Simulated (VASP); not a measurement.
The system is Pb.

```
CELL_PARAMETERS angstrom
-1.97966 1.97966 1.97966
1.97966 -1.97966 1.97966
1.97966 1.97966 -1.97966
ATOMIC_POSITIONS crystal
Pb 0.00000 0.00000 0.00000
```

This isn't the form of Pb at room conditions, which is fcc.

Base run:

- Program: VASP 6.6.1
- Functional: RPBE
- Potentials or basis: VASP PAW PBE potentials, release 64 (Pb_d)
- Cutoff: 500 eV
- k mesh: 8 × 8 × 8
- Occupations: fermi-dirac, width 0.15 eV
- Spin: no spin polarisation

Its results: band gap on the k mesh zero (bands 7 and 8 overlap by 9.33 eV); pressure 2.9 GPa.

Q: After a change of settings the same cell gave: band gap on the k mesh zero (bands 7 and 8 overlap by 9.30 eV); pressure 1.3 GPa. Which change was it?
A. functional from RPBE to PBE
B. functional from RPBE to r2SCAN; cutoff from 500 eV to 550 eV
C. functional from RPBE to BLYP

A: A.

PBE binds more tightly than RPBE, so the same cell stands under less pressure.

Caveats: spin-orbit coupling is left out, which moves the levels of the heavy elements; the PAW data sets were made with another functional, which shifts forces and pressure a little (at least some runs).
